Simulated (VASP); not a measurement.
Input of a VASP 6.6.1 run:

Contents of INCAR:

```
SYSTEM = Ir
PREC     = Accurate       ! precision mode
ENCUT    = 520            ! plane-wave cutoff, eV
EDIFF    = 1E-7           ! SCF threshold, eV
ISMEAR   = 0              ! smearing method
SIGMA    = 0.15           ! smearing width, eV
LREAL    = .FALSE.        ! projectors in reciprocal space
LASPH    = .TRUE.         ! aspherical terms in the spheres
NELM     = 100            ! most SCF steps
ALGO     = Fast           ! electronic algorithm
ISIF     = 2              ! what is computed and relaxed
LWAVE    = .FALSE.        ! write WAVECAR
LCHARG   = .FALSE.        ! write CHGCAR
NBANDS   = 16             ! bands
```

KPOINTS

```
Automatic mesh
0
G
  21 21 12
  0 0 0
```

The input POSCAR:

```
Ir
1.0
    2.8587096873      0.0000000000      0.0000000000
   -1.4293548437      2.4757152113      0.0000000000
    0.0000000000      0.0000000000      4.6350675180
Ir
2
Direct
    0.6666666667      0.3333333333      0.7500000000
    0.3333333333      0.6666666667      0.2500000000
```

Potentials or basis: VASP PAW LDA potentials, release 64 (Ir).

The run is started by

```console
$ cat potpaw_LDA.64/Ir/POTCAR > POTCAR
$ mpirun -np 1 vasp_std > vasp.out
```

(1) Estimate the band gap on the k mesh.

(2) Predict the pressure.

## Answers

(1) zero (band 9 reaches 8.70 eV, above the bottom of band 10 at 6.13 eV).

(2) -42.2 GPa.

Caveat: spin-orbit coupling is left out, which moves the levels of the heavy elements.
